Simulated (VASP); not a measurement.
Cr: single point with LDA

The system is Cr.

```
Cr
1.0
     0.00000    2.56653    2.56653
     2.56653    0.00000    2.56653
     2.56653    2.56653    0.00000
Cr
2
Direct
  0.12500 0.12500 0.12500
  0.87500 0.87500 0.87500
```

This isn't the form of Cr at room conditions, which is bcc.

```json
{
 "Program": "VASP 6.6.1",
 "Task": "single point",
 "Functional": "LDA",
 "Potentials or basis": "VASP PAW LDA potentials, release 64 (Cr_pv)",
 "Cutoff": "520 eV",
 "k mesh": "18 × 18 × 18",
 "Occupations": "fermi-dirac, width 0.1 eV",
 "Spin": "no spin polarisation",
 "Dipole correction": "no",
 "Further INCAR settings": "ALGO = Normal; EDIFF = 1e-06; NBANDS = 19"
}
```

```yaml
Pressure: -11.0 GPa
Band_gap_on_the_k_mesh: zero (bands 12 and 13 overlap by 0.51 eV)
```

Levels at points of the mesh, in eV from the Fermi level:
```
           k point  band 9  band 10  band 11  band 12  band 13  band 14  band 15  band 16
(0.00, 0.00, 0.00)   -1.51    -1.01    -1.01    -1.01     1.05     1.05     1.05     3.02
(0.50, 0.00, 0.00)   -1.40    -1.40    -1.04    -1.04     0.00     1.75     1.75     2.70
(0.50, 0.50, 0.00)   -0.94    -0.94    -0.11    -0.11     0.72     0.72     2.93     2.93
```

Wall time 2.9 min on 1 thread of Intel Xeon 8259CL, with other jobs on the host, peak memory 0.22 GiB.

Caveat: the cell stands under tension; the run has no spin polarisation, though such a crystal can be magnetic. Spin polarisation is off, so any magnetic state and its effect on volume and gap are missing.
